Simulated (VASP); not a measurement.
Wanted: the native input for a VASP 6.6.1 run.

* Task: single point
* Functional: PBE
* Potentials or basis: VASP PAW PBE potentials, release 64 (O, Zn, Sn_d)
* Cutoff: 520 eV
* k mesh: 2 × 2 × 2, shifted
* Occupations: gaussian, width 0.01 eV
* Spin: no spin polarisation
* Dipole correction: no
* Further INCAR settings: LREAL = Auto; ALGO = Normal; EDIFF = 1e-06; NBANDS = 199

The structure of Zn7Sn8O25 (a cell with a defect) lies in POSCAR:

```
Zn7Sn8O25
1.0
    0.0000000000      6.2026101541      4.7593783794
   -5.3716179633     -3.1013050771      4.7593783794
    5.3716179633     -3.1013050771      4.7593783794
O Zn Sn
25 7 8
Direct
    0.4351647815      0.3894535492      0.4317689291
    0.2271217798      0.6207954602      0.4026424244
    0.2478251810      0.1110694402      0.8943282265
    0.7450342000      0.0982021938      0.4112824260
    0.7465271754      0.5976127920      0.9088419640
    0.4214173888      0.2501251067      0.5319505325
    0.4022336943      0.7381477350      0.0987780160
    0.8998994686      0.7500094133      0.6062040890
    0.9038746951      0.2457677806      0.1017425782
    0.6076569595      0.3885405205      0.2421761677
    0.6005052249      0.9078128609      0.7522887689
    0.0976242024      0.9088643402      0.2418189820
    0.1087848187      0.4030606290      0.7367432979
    0.7572337513      0.3949747699      0.5978462100
    0.7477368744      0.8943034910      0.0978246964
    0.2550405137      0.9041528848      0.5979961945
    0.2355947240      0.4011823324      0.0915053188
    0.3980368744      0.5897233618      0.7444139737
    0.3988100954      0.0771706824      0.2314412909
    0.8975479909      0.0921830436      0.7645649377
    0.8900428903      0.5923799990      0.2551054550
    0.5891011675      0.7466987504      0.3976202117
    0.5838630612      0.2541591408      0.8918271152
    0.0837335827      0.2387885391      0.4022614936
    0.0944543357      0.7477680993      0.8984264735
    0.3646593823      0.8725732065      0.8717113490
    0.8667647199      0.8670365658      0.3649353842
    0.8798803368      0.3714237045      0.8721891569
    0.6337956923      0.6293881353      0.6295919428
    0.6305572780      0.1325797759      0.1347633070
    0.1222202045      0.1303347823      0.6332762179
    0.1338872515      0.6325710247      0.1474326572
    0.1551375641      0.1556405245      0.1569830601
    0.1485904858      0.6554182370      0.6486258507
    0.6450066949      0.6468876337      0.1537924799
    0.6623761084      0.1490704462      0.6577804533
    0.8482663276      0.8440108994      0.8560167505
    0.8516417017      0.3451595779      0.3512634610
    0.3423033041      0.3594072525      0.8617151739
    0.3453297257      0.8491435928      0.3487197633
```

The input as run:

INCAR

```
SYSTEM = Zn7Sn8O25
  ALGO = Normal
  EDIFF = 1E-6
  ENCUT = 520
  GGA = PE
  GGA_COMPAT = .FALSE.
  ISIF = 2
  ISMEAR = 0
  KPAR = 2
  LASPH = .TRUE.
  LCHARG = .TRUE.
  LREAL = Auto
  LVHAR = .TRUE.
  LWAVE = .FALSE.
  NBANDS = 199
  NCORE = 2
  NELM = 120
  PREC = Accurate
  SIGMA = 0.01
```

KPOINTS

```
Automatic mesh
0
Gamma
  2 2 2
  0.5 0.5 0.5
```

Potentials or basis: VASP PAW PBE potentials, release 64 (O, Zn, Sn_d).

Launch:

```sh
$ cat potpaw_PBE.64/O/POTCAR potpaw_PBE.64/Zn/POTCAR potpaw_PBE.64/Sn_d/POTCAR > POTCAR
$ mpirun -np 4 vasp_std > vasp.out
```

It gave:

```yaml
Pressure: 2.3 GPa
Largest_force: 0.507 eV/Å
Band_gap_on_the_k_mesh: 0.57 eV
```

Caveat: semilocal functionals underestimate gaps, and a narrow one can read as zero; spin-orbit coupling is left out, which moves the levels of the heavy elements.

Run time: 4.8 min on 4 MPI ranks on Intel(R) Xeon(R) Platinum 8259CL CPU @ 2.50GHz (Skylake/Cascade Lake) (shared host), peak memory 0.41 GiB a rank.
